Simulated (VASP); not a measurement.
# Sr5AlO2 (P4/mmm) in VASP: a series of runs, part 2 of 2

VASP 6.6.1.

**3. Relaxation of cell and atoms, PBE**

This run uses another cell than the first one, of 22.13 Å³/atom.

The input, INCAR:

```
SYSTEM = Sr5AlO2
PREC = Accurate ; ENCUT = 600
EDIFF = 1E-6 ; ISMEAR = 0
SIGMA = 0.2 ; LREAL = .FALSE.
LASPH = .TRUE. ; NELM = 60
ALGO = Normal ; ISIF = 3
LWAVE = .FALSE. ; LCHARG = .FALSE.
GGA = PE ; IBRION = 2
NSW = 36 ; EDIFFG = -0.08
```

The input, KPOINTS:

```
Automatic mesh
0
G
  5 5 1
  0 0 0
```

The input, POSCAR:

```
Sr5AlO2
1.0
    3.4700000000      0.0000000000      0.0000000000
    0.0000000000      3.4700000000      0.0000000000
    0.0000000000      0.0000000000     14.7000000000
Sr Al O
5 1 2
Direct
    0.5000000000      0.5000000000      0.1667000000
    0.5000000000      0.5000000000      0.8333000000
    0.5000000000      0.5000000000      0.5000000000
    0.0000000000      0.0000000000      0.6667000000
    0.0000000000      0.0000000000      0.3333000000
    0.0000000000      0.0000000000      0.0000000000
    0.5000000000      0.5000000000      0.3333000000
    0.5000000000      0.5000000000      0.6667000000
```

Potentials or basis: VASP PAW PBE potentials, release 64 (Sr_sv, Al, O).

The run is started by

```sh
$ cat potpaw_PBE.64/Sr_sv/POTCAR potpaw_PBE.64/Al/POTCAR potpaw_PBE.64/O/POTCAR > POTCAR
$ mpirun -np 1 vasp_std > vasp.out
```

OUTCAR:

```text
SYSTEM = Sr5AlO2
   PREC = Accurate
   ENCUT = 600
   EDIFF = 1E-6
   ISMEAR = 0
   LREAL = .FALSE.
   LASPH = .TRUE.
   NELM = 60
   ISIF = 3
   GGA = PE
   IBRION = 2
   NSW = 36
   EDIFFG = -0.08

 ion  position               nearest neighbor table
   1  0.500  0.500  0.167-   7 2.45   5 3.47   5 3.47   5 3.47   5 3.47   6 3.47   6 3.47   6 3.47
                             6 3.47   3 4.90   2 4.90
   2  0.500  0.500  0.833-   8 2.45   4 3.47   4 3.47   4 3.47   4 3.47   6 3.47   6 3.47   6 3.47
                             6 3.47   3 4.90   1 4.90
   3  0.500  0.500  0.500-   7 2.45   8 2.45   4 3.47   5 3.47   4 3.47   5 3.47   4 3.47   5 3.47
                             4 3.47   5 3.47   1 4.90   2 4.90
   4  0.000  0.000  0.667-   8 2.45   8 2.45   8 2.45   8 2.45   2 3.47   2 3.47   2 3.47   2 3.47
                             3 3.47   3 3.47   3 3.47   3 3.47   5 4.90
   5  0.000  0.000  0.333-   7 2.45   7 2.45   7 2.45   7 2.45   1 3.47   1 3.47   1 3.47   1 3.47
                             3 3.47   3 3.47   3 3.47   3 3.47   4 4.90
[... 570 lines left out ...]

 number of electron      65.0000003 magnetization

------------------------ aborting loop because EDIFF is reached ----------------------------------------
[... 79 lines left out ...]
--------------------------------------- Ionic step       12  -------------------------------------------

 number of electron      65.0000007 magnetization

 Free energy of the ion-electron system (eV)
  ---------------------------------------------------
  ext. energy  EPLUGINS =         0.00000000
  ---------------------------------------------------
  free energy    TOTEN  =       -31.69129913 eV

  energy without entropy =      -31.59163759  energy(sigma->0) =      -31.64146836

 E-fermi :   3.5494     XC(G=0):  -8.8664

 val. band max:        3.4794814547   @ k =   0.2000   0.2000   0.0000
 cond. band min:       3.5795807561   @ k =   0.4000   0.2000   0.0000
 fundamental gap:      0.1000993014
 Fermi energy:         3.5493769679

 k-point     1 :       0.0000    0.0000    0.0000
  band No.  band energies     occupation
      1     -32.6578      2.00000
      2     -32.6528      2.00000
      3     -32.4077      2.00000
      4     -32.1918      2.00000
      5     -32.1819      2.00000
      6     -15.1627      2.00000
[... 276 lines left out ...]
  FREE ENERGIE OF THE ION-ELECTRON SYSTEM (eV)
  ---------------------------------------------------
  free  energy   TOTEN  =       -31.6912991317 eV

  energy  without entropy=      -31.5916375859  energy(sigma->0) =      -31.64146836

 reached required accuracy - stopping structural energy minimisation
```

CONTCAR:

```text
Sr5AlO2
   1.00000000000000
     3.8751688946279628    0.0000000000000000    0.0000000000000000
     0.0000000000000000    3.8751688946279628    0.0000000000000000
     0.0000000000000000    0.0000000000000000   14.5052701665680619
  Sr              Al              O
     5     1     2
Direct
     0.5000000000000000    0.5000000000000000    0.1326500215365595
     0.5000000000000000    0.5000000000000000    0.8673499784634406
     0.5000000000000000    0.5000000000000000    0.5000000000000000
     1.0000000000000000    1.0000000000000000    0.6796021578666271
     0.0000000000000000    0.0000000000000000    0.3203978421333729
     0.0000000000000000    0.0000000000000000    0.0000000000000000
     0.5000000000000000    0.5000000000000000    0.3198658643494422
     0.5000000000000000    0.5000000000000000    0.6801341356505577

  0.00000000E+00  0.00000000E+00  0.00000000E+00
  0.00000000E+00  0.00000000E+00  0.00000000E+00
  0.00000000E+00  0.00000000E+00  0.00000000E+00
  0.00000000E+00  0.00000000E+00  0.00000000E+00
  0.00000000E+00  0.00000000E+00  0.00000000E+00
  0.00000000E+00  0.00000000E+00  0.00000000E+00
  0.00000000E+00  0.00000000E+00  0.00000000E+00
  0.00000000E+00  0.00000000E+00  0.00000000E+00
```

Wall time 19 min (1 thread of Intel Xeon 8259CL, shared host); peak memory 0.33 GiB.

Results:

| Quantity | Value |
| --- | --- |
| Free energy | -31.6913 eV |
| Relaxed volume | 27.23 Å³/atom |
| Relaxed cell | a = 3.875 Å, b = 3.875 Å, c = 14.505 Å, α = 90.00°, β = 90.00°, γ = 90.00° |
| Space group after relaxing (to 0.1 Å) | P4/mmm (No. 123) |
| Energy gained by relaxing | 274.2 meV/atom |
| Ionic steps | 12 |
| Pressure after relaxing | -0.1 GPa |
| Largest force after relaxing | 0.078 eV/Å |
| Band gap on the k mesh | zero (an odd number of electrons rules out a gap without spin polarisation) |

Forces on the atoms (eV/Å):
```
Sr   0.000  0.000  0.078
Sr   0.000  0.000 -0.078
Sr   0.000  0.000  0.000
Sr   0.000  0.000  0.058
Sr   0.000  0.000 -0.058
Al   0.000  0.000  0.000
O    0.000  0.000  0.028
O    0.000  0.000 -0.028
```

Step by step:
| step | energy change (eV) | largest force (eV/Å) | pressure (GPa) | volume (Å³) |
| --- | --- | --- | --- | --- |
| 1 | 0.0000 | 1.7386 | 12.76 | 177.00 |
| 2 | -1.7689 | 0.6608 | -0.51 | 226.03 |
| 3 | -1.7689 | 0.6626 | -0.49 | 225.90 |
| 4 | -1.8555 | 0.5897 | -0.37 | 224.44 |
| 5 | -1.9958 | 0.4122 | 0.35 | 219.68 |
| 6 | -1.9981 | 0.4498 | 0.59 | 218.55 |
| 7 | -2.0646 | 0.3182 | -0.21 | 221.91 |
| 8 | -2.0830 | 0.4121 | -0.82 | 224.87 |
| 9 | -2.1437 | 0.3809 | -0.10 | 219.06 |
| 10 | -2.1590 | 0.3544 | 0.59 | 214.37 |
| 11 | -2.1912 | 0.1348 | 0.06 | 216.93 |
| 12 | -2.1936 | 0.0775 | -0.11 | 217.82 |

Final structure:
```
Sr Al O
1.0
     3.87517    0.00000    0.00000
     0.00000    3.87517    0.00000
     0.00000    0.00000   14.50527
Sr Al O
5 1 2
Cartesian
  1.9376 1.9376 1.9241
  1.9376 1.9376 12.5811
  1.9376 1.9376 7.2526
  3.8752 3.8752 9.8578
  0.0000 0.0000 4.6475
  0.0000 0.0000 0.0000
  1.9376 1.9376 4.6397
  1.9376 1.9376 9.8655
```

Caveat: the k points lie up to 0.43 Å⁻¹ apart in the final cell, too coarse for converged energies and pressures of a metal; the volume moved by over 15 % at a fixed basis, so the end points are rough; an odd number of electrons without spin polarisation forces a metal; a magnetic or distorted state may lie lower; the relaxation stopped at a loose force limit of 0.08 eV/Å, so its end isn't a converged minimum.

**4. Single point, PBE**

This run uses another cell than the first one, of 27.07 Å³/atom.

The input, INCAR:

```
SYSTEM = Sr5AlO2
PREC = Accurate ; ENCUT = 520
EDIFF = 1E-6 ; ISMEAR = 0
SIGMA = 0.1 ; LREAL = .FALSE.
LASPH = .TRUE. ; NELM = 100
ALGO = Normal ; ISIF = 2
LWAVE = .FALSE. ; LCHARG = .FALSE.
GGA = PE ; NBANDS = 42
```

The input, KPOINTS:

```
regular mesh
0
G
  8 8 2
  0 0 0
```

The input, POSCAR:

```
Sr5AlO2
1.0
    3.8714914283      0.0000000000      0.0000000000
    0.0000000000      3.8714914283      0.0000000000
    0.0000000000      0.0000000000     14.4468638486
Sr Al O
5 1 2
Direct
    0.5000000000      0.5000000000      0.1328609057
    0.5000000000      0.5000000000      0.8671390943
    0.5000000000      0.5000000000      0.5000000000
    0.0000000000      0.0000000000      0.6801673222
    0.0000000000      0.0000000000      0.3198326778
    0.0000000000      0.0000000000      0.0000000000
    0.5000000000      0.5000000000      0.3185614969
    0.5000000000      0.5000000000      0.6814385031
```

Potentials or basis: VASP PAW PBE potentials, release 64 (Sr_sv, Al, O).

The run is started by

```sh
$ cat potpaw_PBE.64/Sr_sv/POTCAR potpaw_PBE.64/Al/POTCAR potpaw_PBE.64/O/POTCAR > POTCAR
$ mpirun -np 1 vasp_std > vasp.out
```

OUTCAR:

```text
SYSTEM = Sr5AlO2
   PREC = Accurate
   ENCUT = 520
   EDIFF = 1E-6
   ISMEAR = 0
   LREAL = .FALSE.
   LASPH = .TRUE.
   NELM = 100
   ISIF = 2
   GGA = PE

 ion  position               nearest neighbor table
   1  0.500  0.500  0.133-   7 2.68   6 3.34   6 3.34   6 3.34   6 3.34   2 3.84   5 3.85   5 3.85
                             5 3.85   5 3.85
   2  0.500  0.500  0.867-   8 2.68   6 3.34   6 3.34   6 3.34   6 3.34   1 3.84   4 3.85   4 3.85
                             4 3.85   4 3.85
   3  0.500  0.500  0.500-   7 2.62   8 2.62   4 3.78   5 3.78   4 3.78   5 3.78   4 3.78   5 3.78
                             4 3.78   5 3.78
   4  0.000  0.000  0.680-   8 2.74   8 2.74   8 2.74   8 2.74   3 3.78   3 3.78   3 3.78   3 3.78
                             2 3.85   2 3.85   2 3.85   2 3.85
   5  0.000  0.000  0.320-   7 2.74   7 2.74   7 2.74   7 2.74   3 3.78   3 3.78   3 3.78   3 3.78
                             1 3.85   1 3.85   1 3.85   1 3.85
   6  0.000  0.000  0.000-   1 3.34   2 3.34   1 3.34   2 3.34   1 3.34   2 3.34   1 3.34   2 3.34

   7  0.500  0.500  0.319-   3 2.62   1 2.68   5 2.74   5 2.74   5 2.74   5 2.74
   8  0.500  0.500  0.681-   3 2.62   2 2.68   4 2.74   4 2.74   4 2.74   4 2.74

  LATTYP: Found a simple tetragonal cell.
 ALAT       =     3.8714914283
 C/A-ratio  =     3.7316016621

  Lattice vectors:

 A1 = (   3.8714914283,   0.0000000000,   0.0000000000)
 A2 = (   0.0000000000,   3.8714914283,   0.0000000000)
 A3 = (   0.0000000000,   0.0000000000,  14.4468638486)

Analysis of symmetry for initial positions (statically):
=====================================================================
 Subroutine PRICEL returns:
 Original cell was already a primitive cell.

 Routine SETGRP: Setting up the symmetry group for a
 simple tetragonal supercell.

 Subroutine GETGRP returns: Found 16 space group operations
 (whereof 16 operations were pure point group operations)
 out of a pool of 16 trial point group operations.

The static configuration has the point symmetry D_4h.

Analysis of symmetry for dynamics (positions and initial velocities):
=====================================================================
 Subroutine PRICEL returns:
 Original cell was already a primitive cell.

 Routine SETGRP: Setting up the symmetry group for a
 simple tetragonal supercell.

 Subroutine GETGRP returns: Found 16 space group operations
 (whereof 16 operations were pure point group operations)
 out of a pool of 16 trial point group operations.

The dynamic configuration has the point symmetry D_4h.

 Subroutine INISYM returns: Found 16 space group operations
 (whereof 16 operations are pure point group operations),
 and found     1 'primitive' translations

----------------------------------------------------------------------------------------

                                     Primitive cell

  volume of cell :     216.5360

  direct lattice vectors                    reciprocal lattice vectors
     3.871491428  0.000000000  0.000000000     0.258298389  0.000000000  0.000000000
     0.000000000  3.871491428  0.000000000     0.000000000  0.258298389  0.000000000
     0.000000000  0.000000000 14.446863849     0.000000000  0.000000000  0.069219175

  length of vectors
     3.871491428  3.871491428 14.446863849     0.258298389  0.258298389  0.069219175

[... 50 lines left out ...]
  0.125000  0.000000  0.000000      4.000000
  0.250000  0.000000  0.000000      4.000000
  0.375000  0.000000  0.000000      4.000000
  0.500000  0.000000  0.000000      2.000000
  0.125000  0.125000  0.000000      4.000000
[... 16 lines left out ...]
  0.375000  0.125000  0.500000      8.000000
  0.500000  0.125000  0.500000      4.000000
 [... further k-points ...]
   k-points           NKPTS =     30   k-points in BZ     NKDIM =     30   number of bands    NBANDS=     42
   number of dos      NEDOS =    301   number of ions     NIONS =      8
   total plane-waves  NPLWV =  97200
   dimension x,y,z NGX =    30 NGY =   30 NGZ =  108
   dimension x,y,z NGXF=    60 NGYF=   60 NGZF=  216
   ions per type =               5   1   2
   NGX,Y,Z   is equivalent  to a cutoff of  12.88, 12.88, 12.43 a.u.
   NGXF,Y,Z  is equivalent  to a cutoff of  25.76, 25.76, 24.86 a.u.
 SYSTEM =  Sr5AlO2
   PREC   = accura    normal or accurate (medium, high low for compatibility)
   ISTART =      0    job   : 0-new  1-cont  2-samecut
   ICHARG =      2    charge: 1-file 2-atom 10-const
   ISPIN  =      1    spin polarized calculation?
   LNONCOLLINEAR =      F non collinear calculations
   LSORBIT =      F    spin-orbit coupling
   LASPH  =      T    aspherical Exc in radial PAW
   ENCUT  =  520.0 eV  38.22 Ry    6.18 a.u.   7.20  7.20 26.86*2*pi/ulx,y,z
   NELM   =    100;   NELMIN=  2; NELMDL= -5     # of ELM steps
   EDIFF  = 0.1E-05   stopping-criterion for ELM
   LREAL  =      F    real-space projection
   EDIFFG = 0.1E-04   stopping-criterion for IOM
   NSW    =      0    number of steps for IOM
   IBRION =     -1    ionic relax: 0-MD 1-quasi-New 2-CG
   NFREE  =      0    steps in history (QN), initial steepest desc. (CG)
   ISIF   =      2    stress and relaxation
   ISYM   =      2    0-nonsym 1-usesym 2-fastsym
   POTIM  = 0.5000    time-step for ionic-motion
   TEBEG  =    0.0;   TEEND  =   0.0 temperature during run
   PSTRESS=    0.0 pullay stress
   NELECT =      65.0000    total number of electrons
   NUPDOWN=      -1.0000    fix difference up-down
   EMIN   =  10.00;   EMAX   =-10.00  energy-range for DOS
   EFERMI =   0.00;   METHOD = LEGACY
   ISMEAR =     0;   SIGMA  =   0.10  broadening in eV -4-tet -1-fermi 0-gaus
   EFERMI_NEDOS =   21; number of points for ismear=-14 and -15
   IALGO  =     38    algorithm
   IMIX   =      4    mixing-type and parameters
     AMIX     =   0.40;   BMIX     =  1.00
     AMIX_MAG =   1.60;   BMIX_MAG =  1.00
  volume/ion in A,a.u.               =      27.07       182.66
  Fermi-wavevector in a.u.,A,eV,Ry     =   1.096148  2.071419 16.347952  1.201541
  Thomas-Fermi vector in A             =   2.232485
   LORBIT       =      0    0 simple, 1 ext, 2 COOP (PROOUT), +10 PAW based schemes
   GGA     = PE    functional components
   LHFCALC =     F    Hartree Fock is set to
   AEXX    =    0.0000 exact exchange contribution
   IVDW    =     0    specifies the selected vdW correction
   LEPSILON=     F    determine dielectric tensor
   LRPA    =     F    only Hartree local field effects (RPA)
 non-spin polarized calculation
 Gauss-broadening in eV      SIGMA  =   0.10
  energy-cutoff  :      520.00
  volume of cell :      216.54
 maximum number of plane-waves:      5876
 NGX is ok and might be reduce to    30
   NGX = 15   NGY = 15   NGZ = 53

 number of electron      65.0000006 magnetization

 Free energy of the ion-electron system (eV)
  ---------------------------------------------------
  ext. energy  EPLUGINS =         0.00000000
  ---------------------------------------------------
  free energy    TOTEN  =       -31.69997831 eV

  energy without entropy =      -31.68451955  energy(sigma->0) =      -31.69224893

 E-fermi :   3.5348     XC(G=0):  -8.8879

 val. band max:        3.5014484465   @ k =   0.5000   0.2500   0.0000
 cond. band min:       3.5670218234   @ k =   0.2500   0.2500   0.0000
 fundamental gap:      0.0655733770
 Fermi energy:         3.5348011880

 k-point     1 :       0.0000    0.0000    0.0000
  band No.  band energies     occupation
      1     -32.6476      2.00000
      2     -32.6437      2.00000
      3     -32.3285      2.00000
      4     -32.1637      2.00000
      5     -32.1537      2.00000
      6     -15.1295      2.00000
[... 1069 lines left out ...]
     41       6.1925      0.00000
     42       6.6669      0.00000

 [... further k-points ...]
[... 5 lines left out ...]
  --------------------------------------------------------------------------------------
  -------------------------------------------------------------------------------------
  Total        0.1987363      0.1987363      0.2114685      0.0000000      0.0000000     -0.0000000
  in kB        1.4704749      1.4704749      1.5646818      0.0000000      0.0000000     -0.0000000
  external PRESSURE =       1.5018772 kB  Pullay stress =       0.0000000 kB

 VOLUME and BASIS-vectors are now :
 -----------------------------------------------------------------------------
  energy-cutoff  :      520.00
  volume of cell :      216.54
      direct lattice vectors                 reciprocal lattice vectors
     3.871491428  0.000000000  0.000000000     0.258298389  0.000000000  0.000000000
     0.000000000  3.871491428  0.000000000     0.000000000  0.258298389  0.000000000
     0.000000000  0.000000000 14.446863849     0.000000000  0.000000000  0.069219175

 POSITION                                       TOTAL-FORCE (eV/Angst)
 -----------------------------------------------------------------------------------
      1.93575      1.93575      1.91942         0.000000     -0.000000     -0.014453
      1.93575      1.93575     12.52744         0.000000     -0.000000      0.014453
      1.93575      1.93575      7.22343         0.000000      0.000000      0.000000
      0.00000      0.00000      9.82628        -0.000000      0.000000     -0.001067
      0.00000      0.00000      4.62058         0.000000      0.000000      0.001067
      0.00000      0.00000      0.00000         0.000000      0.000000      0.000000
      1.93575      1.93575      4.60221         0.000000     -0.000000     -0.007225
      1.93575      1.93575      9.84465         0.000000      0.000000      0.007225
 -----------------------------------------------------------------------------------
    total drift:                                0.000000      0.000000      0.000000

  FREE ENERGIE OF THE ION-ELECTRON SYSTEM (eV)
  ---------------------------------------------------
  free  energy   TOTEN  =       -31.6999783084 eV

  energy  without entropy=      -31.6845195528  energy(sigma->0) =      -31.69224893
```

Wall time 10 min (1 thread of Intel Xeon 8259CL, shared host); peak memory 0.43 GiB.

What came out:

```yaml
Free_energy: -31.7000 eV
Pressure: 0.2 GPa
Largest_force: 0.014 eV/Å
Band_gap_on_the_k_mesh: zero (an odd number of electrons rules out a gap without spin polarisation)
```

Forces in eV/Å, atoms in the order of the input:
```
Sr   0.000  0.000 -0.014
Sr   0.000  0.000  0.014
Sr   0.000  0.000  0.000
Sr   0.000  0.000 -0.001
Sr   0.000  0.000  0.001
Al   0.000  0.000  0.000
O    0.000  0.000 -0.007
O    0.000  0.000  0.007
```

Levels at points of the mesh, in eV from the Fermi level:
```csv
k point,band 28,band 29,band 30,band 31,band 32,band 33,band 34,band 35,band 36,band 37
"(0.00, 0.00, 0.00)",-3.18,-3.18,-2.67,-2.61,-0.55,0.08,0.66,0.75,0.89,1.92
"(0.50, 0.00, 0.00)",-3.85,-3.66,-2.13,-0.33,-0.32,-0.14,0.08,0.83,1.07,1.32
"(0.50, 0.50, 0.00)",-3.52,-3.34,-1.21,-1.21,-1.18,-0.76,0.28,0.28,0.74,0.74
"(0.00, 0.00, 0.50)",-3.18,-3.18,-3.08,-2.16,-0.91,0.13,0.45,1.31,1.32,1.57
"(0.50, 0.00, 0.50)",-3.85,-3.76,-2.08,-0.46,-0.32,0.09,0.29,0.35,1.21,1.24
"(0.50, 0.50, 0.50)",-3.52,-3.38,-1.31,-1.22,-1.22,-0.54,0.35,0.35,0.67,0.67
```

Caveat: an odd number of electrons without spin polarisation forces a metal; a magnetic or distorted state may lie lower.

**5. Summary**

```csv
task,cell,k mesh,cutoff (eV),smearing,gap on the mesh (eV),pressure (GPa),largest force (eV/Å)
single point,"a = 3.822, b = 3.822, c = 14.767 Å, 8 atoms, atomic positions A",5 × 5 × 1,520,gaussian 0.2 eV,none,0.3,0.03
relaxation of cell and atoms,"relaxed from a = 3.470, b = 3.470, c = 14.700 Å, 8 atoms, atomic positions B",5 × 5 × 1,600,gaussian 0.2 eV,none,-0.1,0.08
single point,"a = 3.871, b = 3.871, c = 14.447 Å, 8 atoms, atomic positions C",8 × 8 × 2,520,gaussian 0.1 eV,none,0.2,0.01
```

Alike in all rows: level PBE; potentials or basis VASP PAW PBE potentials, release 64 (Sr_sv, Al, O); no spin polarisation.

Caveats: some runs use coarse meshes; an odd number of electrons without spin polarisation forces a metal; a magnetic or distorted state may lie lower; the volume moved by over 15 % at a fixed basis, so the end points are rough (at least some runs); the relaxation stopped at a loose force limit of 0.08 eV/Å, so its end isn't a converged minimum (at least some runs).

Absolute energies hang on the potentials; compare differences alone.
